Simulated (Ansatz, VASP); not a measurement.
**Na: VASP beside Ansatz**

```
Na
1.0
     3.72755    0.00000    0.00000
    -1.86378    3.22815    0.00000
     0.00000    0.00000    6.05389
Na
2
Cartesian
  0.0000 2.1521 1.5135
  1.8638 1.0761 4.5404
```

Alike in both runs: functional PBEsol; k mesh 12 × 12 × 7; occupations fermi-dirac, width 0.08 eV; no spin polarisation.

Ansatz relaxed the structure, and its values are those at the end. VASP's run is a single point on that final structure, the one shown.

|  | VASP | Ansatz |
| --- | --- | --- |
| version | VASP 6.6.1 | Ansatz 0.2.0 |
| potentials or method | VASP PAW PBE potentials, release 64 (Na_pv) | PAW with Ansatz's default frozen-core files, scalar-relativistic |
| plane-wave cutoff (eV) | 520 | 420 |
| valence electrons in the cell | 14 | 18 |

|  | VASP | Ansatz | Ansatz less VASP |
| --- | --- | --- | --- |
| pressure (GPa) | 0.0 | 0.0 | -0.02 |

VASP's potentials were made for PBE, not for PBEsol. With one functional, cell and mesh, what is left measures potentials, basis and numerics. VASP's potentials hold 14 valence electrons a cell and Ansatz's 18, so a difference there can come from the potentials and not from the codes.
